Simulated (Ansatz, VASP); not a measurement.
# Two plane-wave programs on Fe

INCAR

```
SYSTEM = Fe
PREC = Accurate
ENCUT = 600
EDIFF = 1E-7
ISMEAR = 0
SIGMA = 0.1
LREAL = .FALSE.
LASPH = .TRUE.
NELM = 150
ALGO = Normal
ISIF = 3
LWAVE = .FALSE.
LCHARG = .FALSE.
ISPIN = 2
MAGMOM = 2.44
LORBIT = 11
LMAXMIX = 4
GGA = CA
IBRION = 2
NSW = 70
EDIFFG = -0.005
```

KPOINTS

```
regular mesh
0
G
  20 20 20
  0 0 0
```

POSCAR

```
Fe
1.0
   -1.4157898473      1.4157898473      1.4157898473
    1.4157898473     -1.4157898473      1.4157898473
    1.4157898473      1.4157898473     -1.4157898473
Fe
1
Direct
    0.0000000000      0.0000000000      0.0000000000
```

Input for Ansatz:

```yaml
crystal:
  lattice:
    - [-1.4157898473, 1.4157898473, 1.4157898473]
    - [1.4157898473, -1.4157898473, 1.4157898473]
    - [1.4157898473, 1.4157898473, -1.4157898473]
  atoms:
    - { symbol: Fe, position: [0.0, 0.0, 0.0], spin: 2.44 }
basis:
  ecutwfc: 420
kpoints:
  mp_grid: { grid: [20, 20, 20] }
hamiltonian:
  xc: lda
scf:
  occupations: { method: gaussian, width: 0.1 }
output:
  forces: true
  stress: true
  eigenvalues: true
  populations: true
magnetization:
  spin_polarized: true
relax:
  adjacent_minimum: "off"
  f_tol: 0.005
  max_steps: 50
  cell: { stress_tol: 0.05 }
```

Alike in both runs: task relaxation of cell and atoms; functional LDA; k mesh 20 × 20 × 20; occupations gaussian, width 0.1 eV; collinear spin.

|  | VASP | Ansatz |
| --- | --- | --- |
| version | VASP 6.6.1 | Ansatz 0.2.0 |
| potentials or method | VASP PAW LDA potentials, release 64 (Fe), cutoff 600 eV | scalar-relativistic, plane waves, PAW |
| valence electrons in the cell | 8 | 16 |

```csv
,VASP,Ansatz,Ansatz less VASP
"gap on the k mesh at the Fermi level, each at its own relaxed structure (eV)",none,none,-
net moment per atom (μB),1.97,2.01,+0.039
size of the moment on the site where the two differ most (μB),1.94,2.01,+0.073
relaxed volume (Å³/atom),10.38,10.42,+0.041
relaxed length of the cell vector where the two differ most in proportion (Å),2.380,2.383,+0.0031
```

LDA's correlation is that of Perdew and Zunger in VASP and of Perdew and Wang (1992) in Ansatz. Site moments also hang on the region over which each program counts them. A gap of «none» marks a metal or a gap that the smearing closes. VASP's potentials hold 8 valence electrons a cell and Ansatz's 16, so a difference there can come from the potentials and not from the codes.
